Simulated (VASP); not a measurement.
# ScTiSe (P-6m2) in VASP: notebook

The runs below take ScTiSe through single point, relaxation of cell and atoms, with PBE.

Everything below comes from runs of VASP 6.6.1. Logs are shortened: lines on timing, memory, paths and dates and some standing lists are left out, and cuts for length are marked.

### Step 1. The cell of the first run

It takes space group P-6m2 (No. 187, hexagonal). The conventional cell has a = 4.363 Å, b = 4.363 Å, c = 3.545 Å, α = 90.00°, β = 90.00°, γ = 120.00°. Sc (site symmetry -6m2) has 6 Ti at 3.08 Å and 6 Se at 3.08 Å and 2 Sc at 3.55 Å within 4.1 Å. Within 3.3 Å of Ti (site symmetry -6m2) lie 3 Se at 2.52 Å and 6 Sc at 3.08 Å. Within 3.3 Å of Se (site symmetry -6m2) lie 3 Ti at 2.52 Å and 6 Sc at 3.08 Å.

### Step 2. Single point, PBE

INCAR

```
ALGO = Normal
EDIFF = 1E-7
ENCUT = 520
GGA = PE
ISIF = 2
ISMEAR = 0
LASPH = T
LCHARG = F
LREAL = F
LWAVE = F
NBANDS = 22
NELM = 60
PREC = Accurate
SIGMA = 0.1
```

KPOINTS

```
k-points
0
Gamma
  12 12 14
```

POSCAR

```
ScTiSe
1.0
    4.3629081880      0.0000000000      0.0000000000
   -2.1814540940      3.7783893252      0.0000000000
    0.0000000000      0.0000000000      3.5452131066
Sc Ti Se
1 1 1
Direct
    0.0000000000      0.0000000000      0.0000000000
    0.3333333333      0.6666666667      0.5000000000
    0.6666666667      0.3333333333      0.5000000000
```

Potentials or basis: VASP PAW PBE potentials, release 64 (Sc_sv, Ti_sv, Se).

On the command line:

```sh
> cat potpaw_PBE.64/Sc_sv/POTCAR potpaw_PBE.64/Ti_sv/POTCAR potpaw_PBE.64/Se/POTCAR > POTCAR
> mpirun -np 1 vasp_std > vasp.out
```

OUTCAR:

```text
EDIFF = 1E-7
   ENCUT = 520
   GGA = PE
   ISIF = 2
   ISMEAR = 0
   LASPH = T
   LREAL = F
   NELM = 60
   PREC = Accurate

 ion  position               nearest neighbor table
   1  0.000  0.000  0.000-   2 3.08   3 3.08   2 3.08   3 3.08   3 3.08   3 3.08   2 3.08   2 3.08
                             3 3.08   3 3.08   2 3.08   2 3.08
   2  0.333  0.667  0.500-   3 2.52   3 2.52   3 2.52   1 3.08   1 3.08   1 3.08   1 3.08   1 3.08
                             1 3.08
   3  0.667  0.333  0.500-   2 2.52   2 2.52   2 2.52   1 3.08   1 3.08   1 3.08   1 3.08   1 3.08
                             1 3.08

  LATTYP: Found a hexagonal cell.
 ALAT       =     4.3629081880
 C/A-ratio  =     0.8125802684

  Lattice vectors:

 A1 = (   4.3629081880,   0.0000000000,   0.0000000000)
 A2 = (  -2.1814540940,   3.7783893252,   0.0000000000)
 A3 = (   0.0000000000,   0.0000000000,   3.5452131066)

Analysis of symmetry for initial positions (statically):
=====================================================================
 Subroutine PRICEL returns:
 Original cell was already a primitive cell.

 Routine SETGRP: Setting up the symmetry group for a
 hexagonal supercell.

 Subroutine GETGRP returns: Found 12 space group operations
 (whereof 12 operations were pure point group operations)
 out of a pool of 24 trial point group operations.

The static configuration has the point symmetry D_3h.

Analysis of symmetry for dynamics (positions and initial velocities):
=====================================================================
 Subroutine PRICEL returns:
 Original cell was already a primitive cell.

 Routine SETGRP: Setting up the symmetry group for a
 hexagonal supercell.

 Subroutine GETGRP returns: Found 12 space group operations
 (whereof 12 operations were pure point group operations)
 out of a pool of 24 trial point group operations.

The dynamic configuration has the point symmetry D_3h.

 Subroutine INISYM returns: Found 12 space group operations
 (whereof 12 operations are pure point group operations),
 and found     1 'primitive' translations

----------------------------------------------------------------------------------------

                                     Primitive cell

  volume of cell :      58.4420

  direct lattice vectors                    reciprocal lattice vectors
     4.362908188  0.000000000  0.000000000     0.229204915  0.132331519  0.000000000
    -2.181454094  3.778389325  0.000000000     0.000000000  0.264663039  0.000000000
     0.000000000  0.000000000  3.545213107     0.000000000  0.000000000  0.282070491

  length of vectors
     4.362908188  4.362908188  3.545213107     0.264663039  0.264663039  0.282070491

  position of ions in fractional coordinates (direct lattice)
     0.000000000  0.000000000  0.000000000
     0.333333333  0.666666667  0.500000000
     0.666666667  0.333333333  0.500000000

  ion indices of the primitive-cell ions
   primitive index   ion index
                 1           1
                 2           2
                 3           3

----------------------------------------------------------------------------------------

 KPOINTS: k-points

Automatic generation of k-mesh.
 Grid dimensions read from file:
 generate k-points for:   12   12   14

 Generating k-lattice:

  Cartesian coordinates                     Fractional coordinates (reciprocal lattice)
     0.019100410  0.011027627  0.000000000     0.083333333 -0.000000000  0.000000000
     0.000000000  0.022055253  0.000000000     0.000000000  0.083333333  0.000000000
     0.000000000  0.000000000  0.020147892     0.000000000  0.000000000  0.071428571

  Length of vectors
     0.022055253  0.022055253  0.020147892

  Shift w.r.t. Gamma in fractional coordinates (k-lattice)
     0.000000000  0.000000000  0.000000000

 Subroutine IBZKPT returns following result:
 ===========================================

 Found    152 irreducible k-points:

 Following reciprocal coordinates:
            Coordinates               Weight
  0.000000  0.000000  0.000000      1.000000
  0.083333  0.000000  0.000000      6.000000
  0.166667  0.000000  0.000000      6.000000
  0.250000  0.000000  0.000000      6.000000
  0.333333  0.000000  0.000000      6.000000
  0.416667  0.000000  0.000000      6.000000
[... 16 lines left out ...]
  0.250000  0.000000  0.071429     12.000000
  0.333333  0.000000  0.071429     12.000000
 [... further k-points ...]
   k-points           NKPTS =    152   k-points in BZ     NKDIM =    152   number of bands    NBANDS=     22
   number of dos      NEDOS =    301   number of ions     NIONS =      3
   total plane-waves  NPLWV =  28672
   dimension x,y,z NGX =    32 NGY =   32 NGZ =   28
   dimension x,y,z NGXF=    64 NGYF=   64 NGZF=   56
   ions per type =               1   1   1
   NGX,Y,Z   is equivalent  to a cutoff of  12.19, 12.19, 13.13 a.u.
   NGXF,Y,Z  is equivalent  to a cutoff of  24.39, 24.39, 26.26 a.u.
 SYSTEM =  unknown system
   PREC   = accura    normal or accurate (medium, high low for compatibility)
   ISTART =      0    job   : 0-new  1-cont  2-samecut
   ICHARG =      2    charge: 1-file 2-atom 10-const
   ISPIN  =      1    spin polarized calculation?
   LNONCOLLINEAR =      F non collinear calculations
   LSORBIT =      F    spin-orbit coupling
   LASPH  =      T    aspherical Exc in radial PAW
   ENCUT  =  520.0 eV  38.22 Ry    6.18 a.u.   8.11  8.11  6.59*2*pi/ulx,y,z
   NELM   =     60;   NELMIN=  2; NELMDL= -5     # of ELM steps
   EDIFF  = 0.1E-06   stopping-criterion for ELM
   LREAL  =      F    real-space projection
   EDIFFG = 0.1E-05   stopping-criterion for IOM
   NSW    =      0    number of steps for IOM
   IBRION =     -1    ionic relax: 0-MD 1-quasi-New 2-CG
   NFREE  =      0    steps in history (QN), initial steepest desc. (CG)
   ISIF   =      2    stress and relaxation
   ISYM   =      2    0-nonsym 1-usesym 2-fastsym
   POTIM  = 0.5000    time-step for ionic-motion
   TEBEG  =    0.0;   TEEND  =   0.0 temperature during run
   PSTRESS=    0.0 pullay stress
   NELECT =      29.0000    total number of electrons
   NUPDOWN=      -1.0000    fix difference up-down
   EMIN   =  10.00;   EMAX   =-10.00  energy-range for DOS
   EFERMI =   0.00;   METHOD = LEGACY
   ISMEAR =     0;   SIGMA  =   0.10  broadening in eV -4-tet -1-fermi 0-gaus
   EFERMI_NEDOS =   21; number of points for ismear=-14 and -15
   IALGO  =     38    algorithm
   IMIX   =      4    mixing-type and parameters
     AMIX     =   0.40;   BMIX     =  1.00
     AMIX_MAG =   1.60;   BMIX_MAG =  1.00
  volume/ion in A,a.u.               =      19.48       131.46
  Fermi-wavevector in a.u.,A,eV,Ry     =   1.296082  2.449240 22.855452  1.679828
  Thomas-Fermi vector in A             =   2.427561
   LORBIT       =      0    0 simple, 1 ext, 2 COOP (PROOUT), +10 PAW based schemes
   GGA     = PE    functional components
   LHFCALC =     F    Hartree Fock is set to
   AEXX    =    0.0000 exact exchange contribution
   IVDW    =     0    specifies the selected vdW correction
   LEPSILON=     F    determine dielectric tensor
   LRPA    =     F    only Hartree local field effects (RPA)
 non-spin polarized calculation
 Gauss-broadening in eV      SIGMA  =   0.10
  energy-cutoff  :      520.00
  volume of cell :       58.44
 maximum number of plane-waves:      1603
   NGX = 17   NGY = 17   NGZ = 13

 number of electron      29.0000007 magnetization

 Free energy of the ion-electron system (eV)
  ---------------------------------------------------
  ext. energy  EPLUGINS =         0.00000000
  ---------------------------------------------------
  free energy    TOTEN  =       -19.03812892 eV

  energy without entropy =      -19.02239009  energy(sigma->0) =      -19.03025951

 E-fermi :   6.7019     XC(G=0): -10.7723

 val. band max:        6.7003493392   @ k =   0.4167   0.0833   0.4286
 cond. band min:       6.7084442925   @ k =   0.5000   0.0000   0.1429
 fundamental gap:      0.0080949534
 Fermi energy:         6.7018633667

 k-point     1 :       0.0000    0.0000    0.0000
  band No.  band energies     occupation
      1     -50.0668      2.00000
      2     -43.2160      2.00000
      3     -26.4417      2.00000
      4     -26.4417      2.00000
      5     -26.2292      2.00000
      6     -21.8654      2.00000
[... 14 lines left out ...]
     21       9.4411      0.00000
     22      10.7160      0.00000

 k-point     2 :       0.0833    0.0000    0.0000
  band No.  band energies     occupation
      1     -50.0667      2.00000
      2     -43.2160      2.00000
      3     -26.4428      2.00000
      4     -26.4420      2.00000
      5     -26.2290      2.00000
      6     -21.8655      2.00000
[... 14 lines left out ...]
     21       9.3402      0.00000
     22      10.3479      0.00000

 k-point     3 :       0.1667    0.0000    0.0000
  band No.  band energies     occupation
      1     -50.0666      2.00000
      2     -43.2159      2.00000
      3     -26.4456      2.00000
      4     -26.4430      2.00000
      5     -26.2286      2.00000
      6     -21.8657      2.00000
[... 14 lines left out ...]
     21       9.5014      0.00000
     22       9.7670      0.00000

 k-point     4 :       0.2500    0.0000    0.0000
  band No.  band energies     occupation
      1     -50.0664      2.00000
      2     -43.2158      2.00000
      3     -26.4496      2.00000
      4     -26.4444      2.00000
      5     -26.2279      2.00000
      6     -21.8661      2.00000
[... 14 lines left out ...]
     21       9.4525      0.00000
     22       9.7186      0.00000

 k-point     5 :       0.3333    0.0000    0.0000
  band No.  band energies     occupation
      1     -50.0662      2.00000
      2     -43.2158      2.00000
      3     -26.4536      2.00000
      4     -26.4457      2.00000
      5     -26.2273      2.00000
      6     -21.8665      2.00000
[... 417 lines left out ...]
 k-point    22 :       0.1667    0.0000    0.0714
  band No.  band energies     occupation
      1     -50.0664      2.00000
      2     -43.2156      2.00000
      3     -26.4454      2.00000
      4     -26.4427      2.00000
      5     -26.2309      2.00000
      6     -21.8710      2.00000
[... 14 lines left out ...]
     21       9.5295      0.00000
     22       9.7897      0.00000

 k-point    23 :       0.2500    0.0000    0.0714
  band No.  band energies     occupation
      1     -50.0663      2.00000
      2     -43.2155      2.00000
      3     -26.4494      2.00000
      4     -26.4440      2.00000
      5     -26.2303      2.00000
      6     -21.8712      2.00000
[... 14 lines left out ...]
     21       9.5444      0.00000
     22       9.6088      0.00000

 k-point    24 :       0.3333    0.0000    0.0714
  band No.  band energies     occupation
      1     -50.0661      2.00000
      2     -43.2154      2.00000
      3     -26.4535      2.00000
      4     -26.4453      2.00000
      5     -26.2298      2.00000
      6     -21.8714      2.00000
[... 14 lines left out ...]
     21       9.5569      0.00000
     22       9.6626      0.00000

 [... further k-points ...]
[... 5 lines left out ...]
  --------------------------------------------------------------------------------------
  -------------------------------------------------------------------------------------
  Total        0.0457935      0.0457935      0.0300166      0.0000000     -0.0000000     -0.0000000
  in kB        1.2554216      1.2554216      0.8229006      0.0000000     -0.0000000     -0.0000000
  external PRESSURE =       1.1112479 kB  Pullay stress =       0.0000000 kB

 VOLUME and BASIS-vectors are now :
 -----------------------------------------------------------------------------
  energy-cutoff  :      520.00
  volume of cell :       58.44
      direct lattice vectors                 reciprocal lattice vectors
     4.362908188  0.000000000  0.000000000     0.229204915  0.132331519  0.000000000
    -2.181454094  3.778389325  0.000000000     0.000000000  0.264663039  0.000000000
     0.000000000  0.000000000  3.545213107     0.000000000  0.000000000  0.282070491

 POSITION                                       TOTAL-FORCE (eV/Angst)
 -----------------------------------------------------------------------------------
      0.00000      0.00000      0.00000         0.000000     -0.000000      0.000000
     -0.00000      2.51893      1.77261         0.000000     -0.000000      0.000000
      2.18145      1.25946      1.77261        -0.000000      0.000000      0.000000
 -----------------------------------------------------------------------------------
    total drift:                                0.000001     -0.000000     -0.000000

  FREE ENERGIE OF THE ION-ELECTRON SYSTEM (eV)
  ---------------------------------------------------
  free  energy   TOTEN  =       -19.0381289250 eV

  energy  without entropy=      -19.0223900923  energy(sigma->0) =      -19.03025951
```

It took 4 min on 1 thread of Oxide Virtual Turin-like, shared host; peak memory 0.31 GiB.

What came out:

```yaml
Free_energy: -19.0381 eV
Pressure: 0.1 GPa
```

### Step 3. Relaxation of cell and atoms, PBE

This run uses another cell than the first one, of 19.55 Å³/atom, 1.004 times its volume.

INCAR

```
SYSTEM = ScTiSe
ALGO     = Normal         ! electronic algorithm
EDIFF    = 1E-6           ! SCF threshold, eV
EDIFFG   = -0.01          ! ionic threshold
ENCUT    = 600            ! plane-wave cutoff, eV
GGA      = PE             ! functional
IBRION   = 2              ! ionic algorithm
ISIF     = 3              ! what is computed and relaxed
ISMEAR   = 0              ! smearing method
LASPH    = .TRUE.         ! aspherical terms in the spheres
LCHARG   = .FALSE.        ! write CHGCAR
LREAL    = .FALSE.        ! projectors in reciprocal space
LWAVE    = .FALSE.        ! write WAVECAR
NELM     = 60             ! most SCF steps
NSW      = 100            ! ionic steps
PREC     = Accurate       ! precision mode
SIGMA    = 0.1            ! smearing width, eV
```

KPOINTS

```
k-points
0
G
  12 12 14
  0 0 0
```

POSCAR

```
ScTiSe
1.0
    4.3677027621      0.0000000000      0.0000000000
   -2.1838513810      3.7825415482      0.0000000000
    0.0000000000      0.0000000000      3.5505112062
Sc Ti Se
1 1 1
Direct
    0.0000000000      0.0000000000      0.0000000000
    0.3333333333      0.6666666667      0.5000000000
    0.6666666667      0.3333333333      0.5000000000
```

Potentials or basis: VASP PAW PBE potentials, release 64 (Sc_sv, Ti_sv, Se).

On the command line:

```sh
> cat potpaw_PBE.64/Sc_sv/POTCAR potpaw_PBE.64/Ti_sv/POTCAR potpaw_PBE.64/Se/POTCAR > POTCAR
> mpirun -np 1 vasp_std > vasp.out
```

Wall time 7 min (1 thread of Oxide Virtual Turin-like, shared host); peak memory 0.35 GiB.

The run converged. Its results:

```
Free energy                            : -19.0385 eV
Relaxed volume                         : 19.51 Å³/atom
Relaxed cell                           : a = 4.365 Å, b = 4.365 Å, c = 3.549 Å, α = 90.00°, β = 90.00°, γ = 120.00°
Space group after relaxing (to 0.05 Å) : P-6m2 (No. 187)
Energy gained by relaxing              : 0.0 meV/atom
Ionic steps                            : 3
Pressure after relaxing                : 0.0 GPa
```

Final structure:
```
CELL_PARAMETERS angstrom
4.36464 0.00000 0.00000
-2.18232 3.77989 0.00000
0.00000 0.00000 3.54851
ATOMIC_POSITIONS crystal
Sc 0.00000 0.00000 0.00000
Ti 0.33333 0.66667 0.50000
Se 0.66667 0.33333 0.50000
```

Levels at points of the mesh, in eV from the Fermi level:
```
           k point  band 10  band 11  band 12  band 13  band 14  band 15  band 16  band 17  band 18
(0.00, 0.00, 0.00)    -4.95    -4.95    -2.06    -1.96    -1.24     0.63     0.63     0.71     0.71
(0.50, 0.00, 0.00)    -6.45    -4.43    -2.57    -1.97    -0.34     0.19     0.54     1.22     1.81
(0.00, 0.00, 0.50)    -6.01    -4.66    -4.66    -0.91    -0.91     0.88     0.88     1.09     2.13
(0.50, 0.00, 0.50)    -5.51    -5.41    -4.24    -0.93    -0.37    -0.28    -0.11     0.71     1.75
```
